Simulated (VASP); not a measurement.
# AlN: single point with PBE

The system is AlN.

```
Al N
1.0
     4.40317    0.00000    0.00000
     0.00000   -4.40317    0.00000
     0.00000    0.00000   -4.40317
Al N
4 4
Direct
  0.00000 0.00000 0.00000
  0.50000 0.50000 0.00000
  0.50000 0.00000 0.50000
  0.00000 0.50000 0.50000
  0.75000 0.75000 0.69890
  0.25000 0.25000 0.75000
  0.25000 0.75000 0.25000
  0.75000 0.25000 0.25000
```

This cell differs from its parent crystal: atom 5 (N) moved +0.225 Å along Cartesian [0 0 1].

```yaml
Program: VASP 6.6.1
Task: single point
Functional: PBE
Potentials_or_basis: VASP PAW PBE potentials, release 64 (Al, N)
Cutoff: 520 eV
k_mesh: 6 × 6 × 6
Occupations: gaussian, width 0.05 eV
Spin: no spin polarisation
Dipole_correction: no
Further_INCAR_settings: ALGO = Normal; EDIFF = 1e-06; NBANDS = 26
```

```json
{
 "Pressure": "1.4 GPa",
 "Largest force": "4.096 eV/Å",
 "Band gap on the k mesh": "3.10 eV"
}
```

Forces in eV/Å, atoms in the order of the input:
```
Al  -0.233  0.233  0.548
Al   0.233 -0.233  0.548
Al  -0.763 -0.763  0.927
Al   0.763  0.763  0.927
N    0.000  0.000 -4.096
N    0.000  0.000 -0.112
N    0.000  0.000  0.629
N    0.000  0.000  0.629
```

Stress tensor (GPa, compression positive):
```
 2.32  3.68  0.00
 3.68  2.32  0.00
 0.00  0.00 -0.51
```

Levels at points of the mesh, in eV from the valence-band top:
```tsv
k point	band 13	band 14	band 15	band 16	band 17	band 18	band 19	band 20
(0.00, 0.00, 0.00)	-1.72	-0.29	-0.21	0.00	3.10	3.13	3.26	3.76
(0.50, 0.00, 0.00)	-1.13	-1.13	-1.06	-1.04	5.49	5.55	5.77	5.82
(0.00, 0.00, 0.50)	-1.40	-1.17	-1.07	-0.84	5.50	5.74	5.83	6.00
(0.50, 0.50, 0.00)	-0.93	-0.68	-0.66	-0.44	7.11	7.16	7.56	7.58
(0.00, 0.50, 0.50)	-0.80	-0.69	-0.62	-0.51	7.09	7.16	7.58	7.63
(0.50, 0.50, 0.50)	-0.64	-0.62	-0.58	-0.32	6.66	6.84	7.00	7.01
```

Run time: 84 s on 1 thread of Intel(R) Xeon(R) Platinum 8375C CPU @ 2.90GHz (Ice Lake) (shared host), peak memory 0.24 GiB.

Caveat: the cell differs from its parent crystal (atom 5 (N) moved +0.225 Å along Cartesian [0 0 1]); forces of over 1 eV/Å act on the atoms, so gaps and moduli don't describe the material at rest. A k mesh can miss the band edges.
